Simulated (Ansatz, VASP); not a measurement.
**Two plane-wave programs on SiC**

INCAR

```
PREC = Accurate ; ENCUT = 600
EDIFF = 1E-6 ; ISMEAR = -1
SIGMA = 0.05 ; LREAL = F
LASPH = T ; NELM = 120
ALGO = Normal ; ISIF = 2
LWAVE = F ; LCHARG = F
GGA = RE ; IVDW = 12
NBANDS = 11 ; GGA_COMPAT = F
```

File KPOINTS:

```
Automatic mesh
0
Gamma
  10 10 10
```

Contents of POSCAR:

```
SiC
1.0
    0.0000000000      2.2217363401      2.2217363401
    2.2217363401      0.0000000000      2.2217363401
    2.2217363401      2.2217363401      0.0000000000
Si C
1 1
Direct
    0.0000000000      0.0000000000      0.0000000000
    0.7500000000      0.7500000000      0.7500000000
```

input.yaml

```yaml
crystal:
  lattice:
    - [0.0, 2.2217363401, 2.2217363401]
    - [2.2217363401, 0.0, 2.2217363401]
    - [2.2217363401, 2.2217363401, 0.0]
  atoms:
    - { symbol: Si, position: [0.0, 0.0, 0.0] }
    - { symbol: C, position: [0.75, 0.75, 0.75] }
hamiltonian:
  xc: revpbe
  pseudopotentials: { kind: paw }
  dispersion: d3bj
kpoints:
  mp_grid: { grid: [10, 10, 10] }
scf:
  occupations: { method: fermi_dirac, width: 0.05 }
output:
  forces: true
  stress: true
  eigenvalues: true
  write_density: true
  write_potential: true
  elf: true
  volumetric_format: npy
```

Alike in both runs: task single point; functional revPBE; dispersion D3(BJ); k mesh 10 × 10 × 10; occupations fermi-dirac, width 0.05 eV; no spin polarisation.

```csv
,VASP,Ansatz
version,VASP 6.6.1,Ansatz 0.2.0
potentials or method,"VASP PAW PBE potentials, release 64 (Si, C)",Ansatz PAW
plane-wave cutoff (eV),600,420
valence electrons in the cell,8,8
```

VASP gave:

| Quantity | Value |
| --- | --- |
| gap on the k mesh at the Fermi level (eV) | 1.41 |
| least direct gap on the mesh (eV) | 4.48 |
| pressure (GPa) | -15.1 |

Problem. Which values does Ansatz return?

Solution. gap on the k mesh at the Fermi level (eV): 1.42; least direct gap on the mesh (eV): 4.49; pressure (GPa): -14.6.

VASP's potentials were made for PBE, not for revPBE.
